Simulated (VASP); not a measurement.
# S: single point with LDA

Crystal: S.

```xyz
1
Lattice="0.0000 1.8063 1.8063 1.8063 0.0000 1.8063 1.8063 1.8063 0.0000" Properties=species:S:1:pos:R:3 pbc="T T T"
S     0.0000    0.0000    0.0000
```

This cell differs from its parent crystal: volume scaled by 0.8.

| Property | Result |
| --- | --- |
| Program | VASP 6.6.1 |
| Task | single point |
| Functional | LDA |
| Potentials or basis | VASP PAW LDA potentials, release 64 (S) |
| Cutoff | 520 eV |
| k mesh | 16 × 16 × 16 |
| Occupations | fermi-dirac, width 0.08 eV |
| Spin | no spin polarisation |

```json
{"Pressure": "34.9 GPa", "Band gap on the k mesh": "zero (band 3 reaches 17.30 eV, above the bottom of band 4 at 8.04 eV)"}
```

Levels at points of the mesh, in eV from the Fermi level:
```tsv
k point	band 1	band 2	band 3	band 4	band 5	band 6	band 7	band 8
(0.00, 0.00, 0.00)	-20.18	5.03	5.03	5.03	12.17	12.17	12.17	19.10
(0.50, 0.00, 0.00)	-13.92	-10.44	3.03	3.03	10.71	11.16	11.16	18.07
(0.50, 0.50, 0.00)	-11.16	-9.02	-1.15	-1.15	4.31	4.62	24.97	26.72
```

It took 7 s on 1 thread of Intel Xeon 6975P-C, with other jobs on the host, peak memory 0.12 GiB.
